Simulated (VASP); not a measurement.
ZnO: single point with PBE

Crystal: ZnO.

```
CELL_PARAMETERS angstrom
3.23735 0.00000 0.00000
-1.61868 2.80363 0.00000
0.00000 0.00000 5.22206
ATOMIC_POSITIONS crystal
Zn 0.66667 0.33333 0.50059
Zn 0.33333 0.66667 0.00059
O 0.66667 0.33333 0.87972
O 0.33333 0.66667 0.37972
```

| Item | Value |
| --- | --- |
| Program | VASP 6.6.1 |
| Task | single point |
| Functional | PBE |
| Potentials or basis | VASP PAW PBE potentials, release 64 (Zn, O) |
| Cutoff | 520 eV |
| k mesh | 6 × 6 × 4 |
| Occupations | gaussian, width 0.1 eV |
| Spin | no spin polarisation |
| Dipole correction | no |
| Further INCAR settings | ALGO = Normal; EDIFF = 1e-06; NBANDS = 26 |

| Quantity | Value |
| --- | --- |
| Pressure | 6.7 GPa |
| Band gap on the k mesh | 0.79 eV, direct |

Levels at points of the mesh, in eV from the valence-band top:
| k point | band 15 | band 16 | band 17 | band 18 | band 19 | band 20 | band 21 | band 22 |
| --- | --- | --- | --- | --- | --- | --- | --- | --- |
| (0.00, 0.00, 0.00) | -0.80 | -0.09 | 0.00 | 0.00 | 0.79 | 5.24 | 8.21 | 12.92 |
| (0.50, 0.00, 0.00) | -2.84 | -2.28 | -1.30 | -0.84 | 5.79 | 6.87 | 7.58 | 8.54 |
| (0.00, 0.00, 0.50) | -0.39 | -0.39 | -0.39 | -0.39 | 3.46 | 3.46 | 10.08 | 10.08 |
| (0.50, 0.00, 0.50) | -1.52 | -1.52 | -1.39 | -1.39 | 5.71 | 5.71 | 8.45 | 8.45 |

Run time: 14 s on 1 thread of Intel Xeon 6975P-C, on a shared host, peak memory 0.17 GiB.

A hybrid or GW would open this gap; PBE tends to underestimate it.
